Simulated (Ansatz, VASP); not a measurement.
Two plane-wave programs on CdGa2

```xyz
3
Lattice="0.0000 3.2364 3.2364 3.2364 0.0000 3.2364 3.2364 3.2364 0.0000" Properties=species:S:1:pos:R:3 pbc="T T T"
Cd    0.0000    0.0000    0.0000
Ga    1.6182    1.6182    1.6182
Ga    4.8547    4.8547    4.8547
```

Alike in both runs: functional PBE; k mesh 6 × 6 × 6; occupations gaussian, width 0.1 eV; no spin polarisation.

Ansatz relaxed the structure, and its values are those at the end. VASP's run is a single point on that final structure, the one shown.

|  | VASP | Ansatz |
| --- | --- | --- |
| version | VASP 6.6.1 | Ansatz 0.2.0 |
| potentials or method | VASP PAW PBE potentials, release 64 (Cd, Ga_d), cutoff 520 eV | scalar-relativistic, plane waves, PAW |
| valence electrons in the cell | 38 | 46 |

VASP gave:

```
gap on the k mesh at the Fermi level (eV) : none
pressure (GPa)                            : 0.5
```

Question: Estimate Ansatz's values.

Answer: gap on the k mesh at the Fermi level (eV): none; pressure (GPa): 0.4.

A gap of «none» marks a metal or a gap that the smearing closes. With one functional, cell and mesh, what is left measures potentials, basis and numerics. VASP's potentials hold 38 valence electrons a cell and Ansatz's 46, so a difference there can come from the potentials and not from the codes.
